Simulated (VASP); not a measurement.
# Os (P6_3/mmc) in VASP: single point with PBE+U

Aim: the single point of Os with PBE+U.

Everything below comes from runs of VASP 6.6.1. Logs are shortened: lines on timing, memory, paths and dates and some standing lists are left out, and cuts for length are marked.

## Step 1: The cell of the first run

The structure is hexagonal, space group P6_3/mmc (No. 194). The conventional cell has a = 2.740 Å, b = 2.740 Å, c = 4.326 Å, α = 90.00°, β = 90.00°, γ = 120.00°. Os (site symmetry -6m2) has 12 Os at 2.68 to 2.74 Å within 3.5 Å.

## Step 2: Single point, PBE+U

Contents of INCAR:

```
SYSTEM = Os
PREC = Accurate
ENCUT = 520
EDIFF = 1E-6
ISMEAR = 0
SIGMA = 0.05
LREAL = .FALSE.
LASPH = .TRUE.
NELM = 150
ALGO = Normal
ISIF = 2
LWAVE = .FALSE.
LCHARG = .FALSE.
LMAXMIX = 4
LDAU = .TRUE.
LDAUTYPE = 2
LDAUL = 2
LDAUU = 2
LDAUJ = 0
LDAUPRINT = 1
GGA = PE
NBANDS = 15
```

Contents of KPOINTS:

```
regular mesh
0
G
  14 14 8
  0 0 0
```

Contents of POSCAR:

```
Os
1.0
    2.7400013676      0.0000000000      0.0000000000
   -1.3700006838      2.3729107908      0.0000000000
    0.0000000000      0.0000000000      4.3264621595
Os
2
Direct
    0.3333333333      0.6666666667      0.7500000000
    0.6666666667      0.3333333333      0.2500000000
```

Potentials or basis: VASP PAW PBE potentials, release 64 (Os).

Launch:

```
$ cat potpaw_PBE.64/Os/POTCAR > POTCAR
$ mpirun -np 1 vasp_std > vasp.out
```

OUTCAR:

```text
SYSTEM = Os
   PREC = Accurate
   ENCUT = 520
   EDIFF = 1E-6
   ISMEAR = 0
   LREAL = .FALSE.
   LASPH = .TRUE.
   NELM = 150
   ISIF = 2
   GGA = PE

 ion  position               nearest neighbor table
   1  0.333  0.667  0.750-   2 2.68   2 2.68   2 2.68   2 2.68   2 2.68   2 2.68
   2  0.667  0.333  0.250-   1 2.68   1 2.68   1 2.68   1 2.68   1 2.68   1 2.68

  LATTYP: Found a hexagonal cell.
 ALAT       =     2.7400013676
 C/A-ratio  =     1.5790000000

  Lattice vectors:

 A1 = (   2.7400013676,   0.0000000000,   0.0000000000)
 A2 = (  -1.3700006838,   2.3729107908,   0.0000000000)
 A3 = (   0.0000000000,   0.0000000000,   4.3264621595)

Analysis of symmetry for initial positions (statically):
=====================================================================
 Subroutine PRICEL returns:
 Original cell was already a primitive cell.

 Routine SETGRP: Setting up the symmetry group for a
 hexagonal supercell.

 Subroutine GETGRP returns: Found 24 space group operations
 (whereof 12 operations were pure point group operations)
 out of a pool of 24 trial point group operations.

The static configuration has the point symmetry D_3d.
 The point group associated with its full space group is D_6h.

Analysis of symmetry for dynamics (positions and initial velocities):
=====================================================================
 Subroutine PRICEL returns:
 Original cell was already a primitive cell.

 Routine SETGRP: Setting up the symmetry group for a
 hexagonal supercell.

 Subroutine GETGRP returns: Found 24 space group operations
 (whereof 12 operations were pure point group operations)
 out of a pool of 24 trial point group operations.

The dynamic configuration has the point symmetry D_3d.
 The point group associated with its full space group is D_6h.

 Subroutine INISYM returns: Found 24 space group operations
 (whereof 12 operations are pure point group operations),
 and found     1 'primitive' translations

----------------------------------------------------------------------------------------

                                     Primitive cell

  volume of cell :      28.1297

  direct lattice vectors                    reciprocal lattice vectors
     2.740001368  0.000000000  0.000000000     0.364963321  0.210711672  0.000000000
    -1.370000684  2.372910791  0.000000000     0.000000000  0.421423344  0.000000000
     0.000000000  0.000000000  4.326462160     0.000000000  0.000000000  0.231135732

  length of vectors
     2.740001368  2.740001368  4.326462160     0.421423344  0.421423344  0.231135732

  position of ions in fractional coordinates (direct lattice)
     0.333333333  0.666666667  0.750000000
     0.666666667  0.333333333  0.250000000

  ion indices of the primitive-cell ions
   primitive index   ion index
                 1           1
                 2           2

----------------------------------------------------------------------------------------

 KPOINTS: regular mesh

Automatic generation of k-mesh.
 Grid dimensions read from file:
 generate k-points for:   14   14    8

 Generating k-lattice:

  Cartesian coordinates                     Fractional coordinates (reciprocal lattice)
     0.026068809  0.015050834  0.000000000     0.071428571 -0.000000000  0.000000000
[... 104 lines left out ...]

spin component  1

  0.6214  0.0000 -0.0000 -0.0000  0.0000
  0.0000  0.6332 -0.0000  0.0000 -0.0000
 -0.0000 -0.0000  0.6053 -0.0000  0.0000
 -0.0000  0.0000 -0.0000  0.6332  0.0000
  0.0000 -0.0000  0.0000  0.0000  0.6214

spin component  2

  0.6214  0.0000 -0.0000 -0.0000  0.0000
  0.0000  0.6332 -0.0000  0.0000 -0.0000
 -0.0000 -0.0000  0.6053 -0.0000  0.0000
 -0.0000  0.0000 -0.0000  0.6332  0.0000
  0.0000 -0.0000  0.0000  0.0000  0.6214

 occupancies and eigenvectors

  o =  0.6053  v =  0.0000 -0.0000  1.0000  0.0000 -0.0000  0.0000  0.0000  0.0000  0.0000  0.0000      0.0000  0.0000  0.0000  0.0000  0.0000  0.0000  0.0000  0.0000  0.0000  0.0000
  o =  0.6053  v =  0.0000  0.0000  0.0000  0.0000  0.0000  0.0000 -0.0000  1.0000  0.0000 -0.0000      0.0000  0.0000  0.0000  0.0000  0.0000  0.0000  0.0000  0.0000  0.0000  0.0000
  o =  0.6214  v =  0.0000 -0.0000 -0.0000 -0.0000 -1.0000  0.0000  0.0000  0.0000  0.0000  0.0000      0.0000  0.0000  0.0000  0.0000  0.0000  0.0000  0.0000  0.0000  0.0000  0.0000
  o =  0.6214  v =  0.0000  0.0000  0.0000  0.0000  0.0000  0.0000 -0.0000 -0.0000 -0.0000 -1.0000      0.0000  0.0000  0.0000  0.0000  0.0000  0.0000  0.0000  0.0000  0.0000  0.0000
  o =  0.6214  v =  0.0000  0.0000  0.0000  0.0000  0.0000  1.0000  0.0000  0.0000  0.0000  0.0000      0.0000  0.0000  0.0000  0.0000  0.0000  0.0000  0.0000  0.0000  0.0000  0.0000
  o =  0.6214  v =  1.0000  0.0000  0.0000  0.0000  0.0000  0.0000  0.0000  0.0000  0.0000  0.0000      0.0000  0.0000  0.0000  0.0000  0.0000  0.0000  0.0000  0.0000  0.0000  0.0000
  o =  0.6332  v =  0.0000  0.0000 -0.0000  1.0000 -0.0000  0.0000  0.0000  0.0000  0.0000  0.0000      0.0000  0.0000  0.0000  0.0000  0.0000  0.0000  0.0000  0.0000  0.0000  0.0000
  o =  0.6332  v =  0.0000  0.0000  0.0000  0.0000  0.0000  0.0000  0.0000 -0.0000  1.0000 -0.0000      0.0000  0.0000  0.0000  0.0000  0.0000  0.0000  0.0000  0.0000  0.0000  0.0000
  o =  0.6332  v =  0.0000  0.0000  0.0000  0.0000  0.0000  0.0000  1.0000  0.0000 -0.0000 -0.0000      0.0000  0.0000  0.0000  0.0000  0.0000  0.0000  0.0000  0.0000  0.0000  0.0000
  o =  0.6332  v =  0.0000  1.0000  0.0000 -0.0000 -0.0000  0.0000  0.0000  0.0000  0.0000  0.0000      0.0000  0.0000  0.0000  0.0000  0.0000  0.0000  0.0000  0.0000  0.0000  0.0000

atom =   2  type =  1  l = 2

 onsite density matrix

spin component  1

  0.6214  0.0000 -0.0000 -0.0000 -0.0000
  0.0000  0.6332 -0.0000  0.0000 -0.0000
 -0.0000 -0.0000  0.6053 -0.0000  0.0000
 -0.0000  0.0000 -0.0000  0.6332  0.0000
 -0.0000 -0.0000  0.0000  0.0000  0.6214

spin component  2

  0.6214  0.0000 -0.0000 -0.0000 -0.0000
  0.0000  0.6332 -0.0000  0.0000 -0.0000
 -0.0000 -0.0000  0.6053 -0.0000  0.0000
 -0.0000  0.0000 -0.0000  0.6332  0.0000
 -0.0000 -0.0000  0.0000  0.0000  0.6214

 occupancies and eigenvectors

  o =  0.6053  v =  0.0000  0.0000  1.0000 -0.0000 -0.0000  0.0000  0.0000  0.0000  0.0000  0.0000      0.0000  0.0000  0.0000  0.0000  0.0000  0.0000  0.0000  0.0000  0.0000  0.0000
  o =  0.6053  v =  0.0000  0.0000  0.0000  0.0000  0.0000  0.0000  0.0000  1.0000 -0.0000 -0.0000      0.0000  0.0000  0.0000  0.0000  0.0000  0.0000  0.0000  0.0000  0.0000  0.0000
  o =  0.6214  v =  0.0000  0.0000  0.0000  0.0000  0.0000  1.0000  0.0000  0.0000  0.0000  0.0000      0.0000  0.0000  0.0000  0.0000  0.0000  0.0000  0.0000  0.0000  0.0000  0.0000
  o =  0.6214  v =  1.0000  0.0000  0.0000  0.0000  0.0000  0.0000  0.0000  0.0000  0.0000  0.0000      0.0000  0.0000  0.0000  0.0000  0.0000  0.0000  0.0000  0.0000  0.0000  0.0000
  o =  0.6214  v =  0.0000 -0.0000  0.0000 -0.0000  1.0000  0.0000  0.0000  0.0000  0.0000  0.0000      0.0000  0.0000  0.0000  0.0000  0.0000  0.0000  0.0000  0.0000  0.0000  0.0000
  o =  0.6214  v =  0.0000  0.0000  0.0000  0.0000  0.0000  0.0000 -0.0000  0.0000 -0.0000  1.0000      0.0000  0.0000  0.0000  0.0000  0.0000  0.0000  0.0000  0.0000  0.0000  0.0000
  o =  0.6332  v =  0.0000  0.0000 -0.0000 -1.0000 -0.0000  0.0000  0.0000  0.0000  0.0000  0.0000      0.0000  0.0000  0.0000  0.0000  0.0000  0.0000  0.0000  0.0000  0.0000  0.0000
  o =  0.6332  v =  0.0000  0.0000  0.0000  0.0000  0.0000  0.0000  0.0000 -0.0000 -1.0000 -0.0000      0.0000  0.0000  0.0000  0.0000  0.0000  0.0000  0.0000  0.0000  0.0000  0.0000
  o =  0.6332  v =  0.0000  0.0000  0.0000  0.0000  0.0000  0.0000 -1.0000  0.0000 -0.0000 -0.0000      0.0000  0.0000  0.0000  0.0000  0.0000  0.0000  0.0000  0.0000  0.0000  0.0000
  o =  0.6332  v =  0.0000 -1.0000  0.0000 -0.0000 -0.0000  0.0000  0.0000  0.0000  0.0000  0.0000      0.0000  0.0000  0.0000  0.0000  0.0000  0.0000  0.0000  0.0000  0.0000  0.0000

 number of electron      15.9999999 magnetization

 Free energy of the ion-electron system (eV)
  ---------------------------------------------------
  ext. energy  EPLUGINS =         0.00000000
  ---------------------------------------------------
  free energy    TOTEN  =       -17.75459341 eV

  energy without entropy =      -17.75217339  energy(sigma->0) =      -17.75338340

 E-fermi :   9.2230     XC(G=0): -14.0191

 val. band max:        9.2054587926   @ k =   0.1429   0.0714   0.3750
 cond. band min:       9.2282557617   @ k =   0.2143   0.0000   0.3750
 fundamental gap:      0.0227969690
 Fermi energy:         9.2230112080

 k-point     1 :       0.0000    0.0000    0.0000
  band No.  band energies     occupation
      1      -1.5220      2.00000
      2       1.5022      2.00000
      3       6.1431      2.00000
      4       6.1431      2.00000
      5       6.4299      2.00000
      6       6.9794      2.00000
      7       6.9794      2.00000
      8       7.5945      2.00000
      9       7.5945      2.00000
     10       9.4038      0.00000
     11      10.8402      0.00000
     12      10.8402      0.00000
     13      18.3282      0.00000
     14      23.4060      0.00000
[... 401 lines left out ...]
      2       3.7164      2.00000
      3       3.8052      2.00000
      4       4.7352      2.00000
      5       5.6223      2.00000
      6       5.9492      2.00000
      7       7.8269      2.00000
      8      10.4865      0.00000
      9      10.9304      0.00000
     10      11.2348      0.00000
     11      14.6765      0.00000
     12      14.7067      0.00000
     13      16.5211      0.00000
     14      22.4584      0.00000
     15      24.1559      0.00000

 [... further k-points ...]

------------------------ aborting loop because EDIFF is reached ----------------------------------------

  FORCE on cell =-STRESS in cart. coord.  units (eV):
  Direction    XX          YY          ZZ          XY          YZ          ZX
  --------------------------------------------------------------------------------------
  -------------------------------------------------------------------------------------
  Total        0.2922515      0.2922515      0.0074673      0.0000000     -0.0000000      0.0000000
  in kB       16.6457047     16.6457047      0.4253121      0.0000000     -0.0000000      0.0000000
  external PRESSURE =      11.2389072 kB  Pullay stress =       0.0000000 kB

 VOLUME and BASIS-vectors are now :
 -----------------------------------------------------------------------------
  energy-cutoff  :      520.00
  volume of cell :       28.13
      direct lattice vectors                 reciprocal lattice vectors
     2.740001368  0.000000000  0.000000000     0.364963321  0.210711672  0.000000000
    -1.370000684  2.372910791  0.000000000     0.000000000  0.421423344  0.000000000
     0.000000000  0.000000000  4.326462160     0.000000000  0.000000000  0.231135732

 POSITION                                       TOTAL-FORCE (eV/Angst)
 -----------------------------------------------------------------------------------
     -0.00000      1.58194      3.24485         0.000000     -0.000000      0.000000
      1.37000      0.79097      1.08162        -0.000000      0.000000      0.000000
 -----------------------------------------------------------------------------------
    total drift:                               -0.000000      0.000000     -0.000000

  FREE ENERGIE OF THE ION-ELECTRON SYSTEM (eV)
  ---------------------------------------------------
  free  energy   TOTEN  =       -17.7545934137 eV

  energy  without entropy=      -17.7521733949  energy(sigma->0) =      -17.75338340
```

Wall time 18 s (1 thread of Intel Xeon 6975P-C (Granite Rapids), shared host); peak memory 0.16 GiB.

Results:

| Item | Value |
| --- | --- |
| Free energy | -17.7546 eV |
| Pressure | 1.1 GPa |
| Band gap on the k mesh | zero (bands 8 and 9 overlap by 3.75 eV) |

Levels at points of the mesh, in eV from the Fermi level:
```csv
k point,band 6,band 7,band 8,band 9,band 10,band 11
"(0.00, 0.00, 0.00)",-2.24,-2.24,-1.63,-1.63,0.18,1.62
"(0.50, 0.00, 0.00)",-2.58,-1.87,1.98,2.53,2.63,4.41
"(0.00, 0.00, 0.50)",-3.28,-3.28,-3.28,0.83,0.83,0.83
"(0.50, 0.00, 0.50)",-1.26,-0.07,-0.07,2.31,2.31,3.31
```

Eigenvalues of the final occupation matrices:
| site | spin | trace | eigenvalues |
| --- | --- | --- | --- |
| site 1 d | 1 | 3.11 | 0.61 0.62 0.62 0.63 0.63 |
| site 1 d | 2 | 3.11 | 0.61 0.62 0.62 0.63 0.63 |
| site 2 d | 1 | 3.11 | 0.61 0.62 0.62 0.63 0.63 |
| site 2 d | 2 | 3.11 | 0.61 0.62 0.62 0.63 0.63 |

Caveat: spin-orbit coupling is left out, which moves the levels of the heavy elements; U without spin polarisation on a metal has little footing; the U is typed as a test and isn't derived for this compound.
